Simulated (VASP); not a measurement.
# W (I4/mmm) in VASP: notebook

The runs below take W through single point, with PBE.

Everything below comes from runs of VASP 6.6.1. Logs are shortened: lines on timing, memory, paths and dates and some standing lists are left out, and cuts for length are marked.

## (1) The cell of the first run

Symmetry: I4/mmm, No. 139, tetragonal system. Conventional cell: a = 2.871 Å, b = 2.871 Å, c = 4.141 Å, α = 90.00°, β = 90.00°, γ = 90.00°. W (site symmetry 4/mmm) has 12 W at 2.87 to 2.90 Å within 3.8 Å.

## (2) Single point, PBE (strain +0.0200 x Voigt [0, 0, 1, 0, 0, 0])

Contents of INCAR:

```
PREC     = Accurate       # precision mode
ENCUT    = 520            # plane-wave cutoff, eV
EDIFF    = 1E-6           # SCF threshold, eV
ISMEAR   = 0              # smearing method
SIGMA    = 0.15           # smearing width, eV
LREAL    = F              # projectors in reciprocal space
LASPH    = T              # aspherical terms in the spheres
NELM     = 80             # most SCF steps
ALGO     = Fast           # electronic algorithm
ISIF     = 2              # what is computed and relaxed
LWAVE    = F              # write WAVECAR
LCHARG   = F              # write CHGCAR
GGA      = PE             # functional
NBANDS   = 13             # bands
```

Contents of KPOINTS:

```
Automatic mesh
0
Gamma
  20 20 20
```

Contents of POSCAR:

```
W
1.0
    0.0000000000      2.0300000000      2.0706000000
    2.0300000000      0.0000000000      2.0706000000
    2.0300000000      2.0300000000      0.0000000000
W
1
Direct
    0.0000000000      0.0000000000      0.0000000000
```

Potentials or basis: VASP PAW PBE potentials, release 64 (W_sv).

Command:

```bash
$ cat potpaw_PBE.64/W_sv/POTCAR > POTCAR
$ mpirun -np 1 vasp_std > vasp.out
```

OUTCAR:

```text
PREC = Accurate
   ENCUT = 520
   EDIFF = 1E-6
   ISMEAR = 0
   LREAL = F
   LASPH = T
   NELM = 80
   ISIF = 2
   GGA = PE

 ion  position               nearest neighbor table
   1  0.000  0.000  0.000-

  LATTYP: Found a body centered tetragonal cell.
 ALAT       =     2.8708535316
 C/A-ratio  =     1.4424978336

  Lattice vectors:

 A1 = (  -2.0300000000,   0.0000000000,   2.0706000000)
 A2 = (   2.0300000000,   0.0000000000,   2.0706000000)
 A3 = (   0.0000000000,   2.0300000000,  -2.0706000000)

Analysis of symmetry for initial positions (statically):
=====================================================================
 Subroutine PRICEL returns:
 Original cell was already a primitive cell.

 Routine SETGRP: Setting up the symmetry group for a
 body centered tetragonal supercell.

 Subroutine GETGRP returns: Found 16 space group operations
 (whereof 16 operations were pure point group operations)
 out of a pool of 16 trial point group operations.

The static configuration has the point symmetry D_4h.

Analysis of symmetry for dynamics (positions and initial velocities):
=====================================================================
 Subroutine PRICEL returns:
 Original cell was already a primitive cell.

 Routine SETGRP: Setting up the symmetry group for a
 body centered tetragonal supercell.

 Subroutine GETGRP returns: Found 16 space group operations
 (whereof 16 operations were pure point group operations)
 out of a pool of 16 trial point group operations.

The dynamic configuration has the point symmetry D_4h.

 Subroutine INISYM returns: Found 16 space group operations
 (whereof 16 operations are pure point group operations),
 and found     1 'primitive' translations

----------------------------------------------------------------------------------------

                                     Primitive cell

  volume of cell :      17.0655

  direct lattice vectors                    reciprocal lattice vectors
     0.000000000  2.030000000  2.070600000    -0.246305419  0.246305419  0.241475901
     2.030000000  0.000000000  2.070600000     0.246305419 -0.246305419  0.241475901
     2.030000000  2.030000000  0.000000000     0.246305419  0.246305419 -0.241475901

  length of vectors
     2.899704185  2.899704185  2.870853532     0.423843520  0.423843520  0.423843520

  position of ions in fractional coordinates (direct lattice)
     0.000000000  0.000000000  0.000000000

  ion indices of the primitive-cell ions
   primitive index   ion index
                 1           1

----------------------------------------------------------------------------------------

 KPOINTS: Automatic mesh

Automatic generation of k-mesh.
 Grid dimensions read from file:
 generate k-points for:   20   20   20

 Generating k-lattice:

  Cartesian coordinates                     Fractional coordinates (reciprocal lattice)
    -0.012315271  0.012315271  0.012073795     0.050000000 -0.000000000  0.000000000
     0.012315271 -0.012315271  0.012073795    -0.000000000  0.050000000  0.000000000
     0.012315271  0.012315271 -0.012073795     0.000000000  0.000000000  0.050000000

  Length of vectors
     0.021192176  0.021192176  0.021192176

  Shift w.r.t. Gamma in fractional coordinates (k-lattice)
     0.000000000  0.000000000  0.000000000

 Subroutine IBZKPT returns following result:
 ===========================================

 Found    641 irreducible k-points:

 Following reciprocal coordinates:
            Coordinates               Weight
  0.000000  0.000000  0.000000      1.000000
  0.050000  0.000000  0.000000      8.000000
  0.100000  0.000000  0.000000      8.000000
  0.150000  0.000000  0.000000      8.000000
  0.200000  0.000000  0.000000      8.000000
  0.250000  0.000000  0.000000      8.000000
[... 16 lines left out ...]
 -0.400000  0.050000  0.000000      8.000000
 -0.350000  0.050000  0.000000      8.000000
 [... further k-points ...]
   k-points           NKPTS =    641   k-points in BZ     NKDIM =    641   number of bands    NBANDS=     13
   number of dos      NEDOS =    301   number of ions     NIONS =      1
   total plane-waves  NPLWV =  13824
   dimension x,y,z NGX =    24 NGY =   24 NGZ =   24
   dimension x,y,z NGXF=    48 NGYF=   48 NGZF=   48
   ions per type =               1
   NGX,Y,Z   is equivalent  to a cutoff of  13.76, 13.76, 13.90 a.u.
   NGXF,Y,Z  is equivalent  to a cutoff of  27.52, 27.52, 27.80 a.u.
 SYSTEM =  unknown system
   PREC   = accura    normal or accurate (medium, high low for compatibility)
   ISTART =      0    job   : 0-new  1-cont  2-samecut
   ICHARG =      2    charge: 1-file 2-atom 10-const
   ISPIN  =      1    spin polarized calculation?
   LNONCOLLINEAR =      F non collinear calculations
   LSORBIT =      F    spin-orbit coupling
   LASPH  =      T    aspherical Exc in radial PAW
   ENCUT  =  520.0 eV  38.22 Ry    6.18 a.u.   5.39  5.39  5.34*2*pi/ulx,y,z
   NELM   =     80;   NELMIN=  2; NELMDL= -5     # of ELM steps
   EDIFF  = 0.1E-05   stopping-criterion for ELM
   LREAL  =      F    real-space projection
   EDIFFG = 0.1E-04   stopping-criterion for IOM
   NSW    =      0    number of steps for IOM
   IBRION =     -1    ionic relax: 0-MD 1-quasi-New 2-CG
   NFREE  =      0    steps in history (QN), initial steepest desc. (CG)
   ISIF   =      2    stress and relaxation
   ISYM   =      2    0-nonsym 1-usesym 2-fastsym
   POTIM  = 0.5000    time-step for ionic-motion
   TEBEG  =    0.0;   TEEND  =   0.0 temperature during run
   PSTRESS=    0.0 pullay stress
   NELECT =      14.0000    total number of electrons
   NUPDOWN=      -1.0000    fix difference up-down
   EMIN   =  10.00;   EMAX   =-10.00  energy-range for DOS
   EFERMI =   0.00;   METHOD = LEGACY
   ISMEAR =     0;   SIGMA  =   0.15  broadening in eV -4-tet -1-fermi 0-gaus
   EFERMI_NEDOS =   21; number of points for ismear=-14 and -15
   IALGO  =     68    algorithm
   IMIX   =      4    mixing-type and parameters
     AMIX     =   0.40;   BMIX     =  1.00
     AMIX_MAG =   1.60;   BMIX_MAG =  1.00
  volume/ion in A,a.u.               =      17.07       115.16
  Fermi-wavevector in a.u.,A,eV,Ry     =   1.532539  2.896078 31.955656  2.348674
  Thomas-Fermi vector in A             =   2.639731
   LORBIT       =      0    0 simple, 1 ext, 2 COOP (PROOUT), +10 PAW based schemes
   GGA     = PE    functional components
   LHFCALC =     F    Hartree Fock is set to
   AEXX    =    0.0000 exact exchange contribution
   IVDW    =     0    specifies the selected vdW correction
   LEPSILON=     F    determine dielectric tensor
   LRPA    =     F    only Hartree local field effects (RPA)
 non-spin polarized calculation
 RMM-DIIS sequential band-by-band and
 Gauss-broadening in eV      SIGMA  =   0.15
  energy-cutoff  :      520.00
  volume of cell :       17.07
 maximum number of plane-waves:       475
 NGX is ok and might be reduce to    24
   NGX = 11   NGY = 11   NGZ = 11

 number of electron      14.0000001 magnetization

 Free energy of the ion-electron system (eV)
  ---------------------------------------------------
  ext. energy  EPLUGINS =         0.00000000
  ---------------------------------------------------
  free energy    TOTEN  =       -12.46427439 eV

  energy without entropy =      -12.44884194  energy(sigma->0) =      -12.45655816

 E-fermi :   9.9745     XC(G=0): -13.2191

 val. band max:        9.9734821160   @ k =   0.5000   0.0000   0.1000
 cond. band min:       9.9759243450   @ k =   0.5000  -0.0000   0.1500
 fundamental gap:      0.0024422290
 Fermi energy:         9.9744666706

 k-point     1 :       0.0000    0.0000    0.0000
  band No.  band energies     occupation
      1     -63.7935      2.00000
      2     -27.4817      2.00000
      3     -27.4640      2.00000
      4     -27.4640      2.00000
      5       1.1742      2.00000
      6       9.2806      2.00000
      7       9.5350      1.99997
      8       9.5350      1.99997
      9      12.2089      0.00000
     10      12.5856      0.00000
     11      22.7014      0.00000
     12      27.3160      0.00000
     13      27.9316      0.00000

 k-point     2 :       0.0500    0.0000    0.0000
  band No.  band energies     occupation
      1     -63.7914      2.00000
      2     -27.4991      2.00000
      3     -27.4764      2.00000
      4     -27.4670      2.00000
      5       1.2795      2.00000
      6       9.2743      2.00000
      7       9.5084      1.99999
      8       9.5848      1.99976
      9      12.1686      0.00000
     10      12.5362      0.00000
     11      22.9137      0.00000
     12      27.1193      0.00000
     13      27.8132      0.00000

 k-point     3 :       0.1000    0.0000    0.0000
  band No.  band energies     occupation
      1     -63.7852      2.00000
      2     -27.5718      2.00000
      3     -27.4899      2.00000
      4     -27.4758      2.00000
      5       1.5870      2.00000
      6       9.1255      2.00000
      7       9.5689      1.99987
      8       9.7204      1.98340
      9      12.0756      0.00000
     10      12.4144      0.00000
     11      23.5003      0.00000
     12      26.1944      0.00000
     13      28.2852      0.00000
[... 305 lines left out ...]
 k-point    23 :      -0.4000    0.0500    0.0000
  band No.  band energies     occupation
      1     -63.7096      2.00000
      2     -28.4041      2.00000
      3     -27.6395      2.00000
      4     -27.5749      2.00000
      5       4.6084      2.00000
      6       9.1133      2.00000
      7       9.5414      1.99996
      8       9.7337      1.97680
      9      14.0128      0.00000
     10      14.7979      0.00000
     11      20.3311      0.00000
     12      23.1669      0.00000
     13      28.4245      0.00000

 k-point    24 :      -0.3500    0.0500    0.0000
  band No.  band energies     occupation
      1     -63.7182      2.00000
      2     -28.3130      2.00000
      3     -27.6278      2.00000
      4     -27.5595      2.00000
      5       4.4651      2.00000
      6       9.0841      2.00000
      7       9.2824      2.00000
      8       9.6789      1.99467
      9      13.4174      0.00000
     10      14.2926      0.00000
     11      21.1038      0.00000
     12      24.2046      0.00000
     13      29.3636      0.00000

 [... further k-points ...]

------------------------ aborting loop because EDIFF is reached ----------------------------------------

  FORCE on cell =-STRESS in cart. coord.  units (eV):
  Direction    XX          YY          ZZ          XY          YZ          ZX
  --------------------------------------------------------------------------------------
  -------------------------------------------------------------------------------------
  Total       -1.1999114     -1.1999114     -0.5710861      0.0000000     -0.0000000      0.0000000
  in kB     -112.6526708   -112.6526708    -53.6159333      0.0000000     -0.0000000      0.0000000
  external PRESSURE =     -92.9737583 kB  Pullay stress =       0.0000000 kB

 VOLUME and BASIS-vectors are now :
 -----------------------------------------------------------------------------
  energy-cutoff  :      520.00
  volume of cell :       17.07
      direct lattice vectors                 reciprocal lattice vectors
     0.000000000  2.030000000  2.070600000    -0.246305419  0.246305419  0.241475901
     2.030000000  0.000000000  2.070600000     0.246305419 -0.246305419  0.241475901
     2.030000000  2.030000000  0.000000000     0.246305419  0.246305419 -0.241475901

 POSITION                                       TOTAL-FORCE (eV/Angst)
 -----------------------------------------------------------------------------------
      0.00000      0.00000      0.00000         0.000000      0.000000      0.000000
 -----------------------------------------------------------------------------------
    total drift:                               -0.000000      0.000000      0.000000

  FREE ENERGIE OF THE ION-ELECTRON SYSTEM (eV)
  ---------------------------------------------------
  free  energy   TOTEN  =       -12.4642743869 eV

  energy  without entropy=      -12.4488419364  energy(sigma->0) =      -12.45655816
```

Run time: 2.6 min. Hardware: 1 thread of Intel Xeon 8259CL, shared host; peak memory 0.25 GiB.

Results:

```
Free energy            : -12.4643 eV
Pressure               : -9.3 GPa
Band gap on the k mesh : zero (bands 7 and 8 overlap by 3.43 eV)
```

Caveat: the cell differs from its parent crystal (strain +0.0200 x Voigt [0, 0, 1, 0, 0, 0]); the cell stands under tension; spin-orbit coupling is left out, which moves the levels of the heavy elements.

## (3) Single point, PBE (strain +0.0400 x Voigt [0, 0, 1, 0, 0, 0])

Contents of INCAR:

```
SYSTEM = W
PREC = Accurate ; ENCUT = 520
EDIFF = 1E-7 ; ISMEAR = 0
SIGMA = 0.15 ; LREAL = .FALSE.
LASPH = .TRUE. ; NELM = 100
ALGO = Fast ; ISIF = 2
LWAVE = .FALSE. ; LCHARG = .FALSE.
GGA = PE ; NBANDS = 13
```

Contents of KPOINTS:

```
Automatic mesh
0
G
  20 20 20
  0 0 0
```

Contents of POSCAR:

```
W
1.0
    0.0000000000      2.0300000000      2.1112000000
    2.0300000000      0.0000000000      2.1112000000
    2.0300000000      2.0300000000      0.0000000000
W
1
Direct
    0.0000000000      0.0000000000      0.0000000000
```

Potentials or basis: VASP PAW PBE potentials, release 64 (W_sv).

Command:

```bash
$ cat potpaw_PBE.64/W_sv/POTCAR > POTCAR
$ mpirun -np 1 vasp_std > vasp.out
```

Run time: 3 min. Hardware: 1 thread of Intel Xeon 8259CL, shared host; peak memory 0.25 GiB.

The run converged. Its results:

```
Free energy            : -12.4509 eV
Pressure               : -13.9 GPa
Band gap on the k mesh : zero (bands 7 and 8 overlap by 3.41 eV)
```

Stress tensor (GPa, compression positive):
```
-16.91   0.00   0.00
  0.00 -16.91   0.00
  0.00   0.00  -7.92
```

Levels at points of the mesh, in eV from the Fermi level:
```csv
k point,band 3,band 4,band 5,band 6,band 7,band 8,band 9,band 10,band 11,band 12
"(0.00, 0.00, 0.00)",-37.53,-37.53,-8.73,-0.86,-0.36,-0.36,1.95,2.69,12.68,16.83
"(0.50, 0.00, 0.00)",-37.71,-37.63,-5.34,-1.00,-0.46,0.44,4.45,4.73,9.41,12.26
"(0.50, 0.50, 0.00)",-37.83,-37.83,-5.18,-4.16,2.22,4.61,5.22,5.22,11.28,11.61
"(0.50, 0.00, 0.50)",-37.93,-37.88,-5.12,-4.23,2.95,4.50,4.97,5.55,10.76,11.27
```

Caveat: the cell differs from its parent crystal (strain +0.0400 x Voigt [0, 0, 1, 0, 0, 0]); the cell stands under tension; spin-orbit coupling is left out, which moves the levels of the heavy elements.
